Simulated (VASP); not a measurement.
MgF2: single point with r2SCAN

Crystal: MgF2.

```
CELL_PARAMETERS angstrom
4.62190 0.00000 0.00000
0.00000 4.62209 0.00000
0.00000 0.00000 3.04615
ATOMIC_POSITIONS crystal
Mg 0.50000 0.50000 0.50000
Mg 0.00000 0.00000 0.00000
F 0.80291 0.19701 0.50000
F 0.19709 0.80299 0.50000
F 0.30291 0.30299 0.00000
F 0.69709 0.69701 0.00000
```

```yaml
Program: VASP 6.6.1
Task: single point
Functional: r2SCAN
Potentials_or_basis: VASP PAW PBE potentials, release 64 (Mg, F)
Cutoff: 660 eV
k_mesh: 6 × 6 × 8
Occupations: gaussian, width 0.01 eV
Spin: no spin polarisation
```

The pressure is -1.5 GPa. The largest force is 0.007 eV/Å and the band gap on the k mesh is 8.03 eV.

Forces in eV/Å, atoms in the order of the input:
```
Mg   0.000  0.000  0.000
Mg   0.000  0.000  0.000
F    0.005 -0.005  0.000
F   -0.005  0.005  0.000
F    0.005  0.005  0.000
F   -0.005 -0.005  0.000
```

Stress tensor (GPa, compression positive):
```
-1.41  0.00  0.00
 0.00 -1.41  0.00
 0.00  0.00 -1.55
```

Levels at points of the mesh, in eV from the valence-band top:
```
           k point  band 12  band 13  band 14  band 15  band 16  band 17  band 18  band 19  band 20  band 21
(0.00, 0.00, 0.00)    -1.23    -0.72    -0.32    -0.32     0.00     8.03    13.27    13.27    14.81    15.44
(0.50, 0.00, 0.00)    -1.38    -0.98    -0.98    -0.38    -0.38    10.47    10.47    14.55    14.55    16.68
(0.00, 0.50, 0.00)    -1.38    -0.98    -0.98    -0.38    -0.38    10.47    10.47    14.56    14.56    16.68
(0.50, 0.50, 0.00)    -1.28    -0.95    -0.95    -0.79    -0.79    12.23    12.23    12.33    12.33    18.63
(0.00, 0.00, 0.50)    -1.43    -1.16    -1.16    -0.86    -0.86    12.88    12.88    16.07    16.07    16.45
(0.50, 0.00, 0.50)    -1.36    -0.74    -0.74    -0.68    -0.68    13.79    13.79    14.59    14.59    16.99
(0.00, 0.50, 0.50)    -1.36    -0.74    -0.74    -0.68    -0.68    13.79    13.79    14.59    14.59    16.99
(0.50, 0.50, 0.50)    -1.40    -0.62    -0.62    -0.48    -0.48    14.28    14.28    14.55    14.55    15.70
```

Wall time 3.9 min on 1 thread of Intel(R) Xeon(R) 6975P-C (Granite Rapids), on a shared host, peak memory 0.31 GiB.

Caveat: the PAW data sets were made with another functional, which shifts forces and pressure a little. A k mesh can miss the band edges.
